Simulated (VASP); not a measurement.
Runs of VASP 6.6.1 on BaTiO3. The structure is that of space group Pm-3m (No. 221), or close to it. The cells are those of the table. 

```csv
task,potentials or basis,cell,cutoff (eV),gap on the mesh (eV),pressure (GPa),largest force (eV/Å)
single point,"VASP PAW PBE potentials, release 64 (Ba_sv, Ti_sv, O)","a = 4.024, b = 4.038, c = 4.038 Å, angles 90.4, 90.0, 90.0°, 5 atoms",520,1.76,0.3,0.22
single point,"VASP PAW PBE potentials, release 64 (Ba_sv, Ti_sv, O)","a = 4.104, b = 4.079, c = 4.079 Å, angles 91.5, 90.0, 90.0°, 5 atoms",520,(b),(d),0.31
electric field gradients,"VASP PAW PBE potentials, release 64 (Ba_sv, Ti_sv, O_h)","a = 3.930, b = 3.964, c = 3.964 Å, angles 89.8, 90.0, 90.0°, 5 atoms",1000,1.88,11.7,0.15
single point,"VASP PAW PBE potentials, release 64 (Ba_sv, Ti_sv, O)","a = 3.904, b = 3.979, c = 3.979 Å, angles 88.7, 90.0, 90.0°, 5 atoms",520,1.81,11.6,0.16
electric field gradients,"VASP PAW PBE potentials, release 64 (Ba_sv, Ti_sv, O_h)","a = 3.903, b = 3.936, c = 3.936 Å, angles 89.8, 90.0, 90.0°, 5 atoms",1000,1.92,16.3,0.17
electric field gradients,"VASP PAW PBE potentials, release 64 (Ba_sv, Ti_sv, O)","a = 3.984, b = 4.039, c = 4.039 Å, angles 89.3, 90.0, 90.0°, 5 atoms",520,1.75,(c),0.24
electric field gradients,"VASP PAW PBE potentials, release 64 (Ba_sv, Ti_sv, O_h)","a = 4.010, b = 4.045, c = 4.045 Å, angles 89.8, 90.0, 90.0°, 5 atoms",1000,1.76,(a),0.25
```

Alike in all rows: level PBE; no spin polarisation; k mesh 8 × 8 × 8; smearing fermi-dirac 0.05 eV.

Task: Fill in the values left out.

Result: (a) 0.4; (b) 1.69; (c) 2.0; (d) -5.5.

Caveats: spin-orbit coupling is left out, which moves the levels of the heavy elements; the cell stands under pressure (at least some runs); the stress differs along the axes, from -8 to -2 GPa (at least some runs); the stress differs along the axes, from 7 to 14 GPa (at least some runs).

A k mesh can miss the band edges, and the runs leave out spin-orbit coupling on Ba.
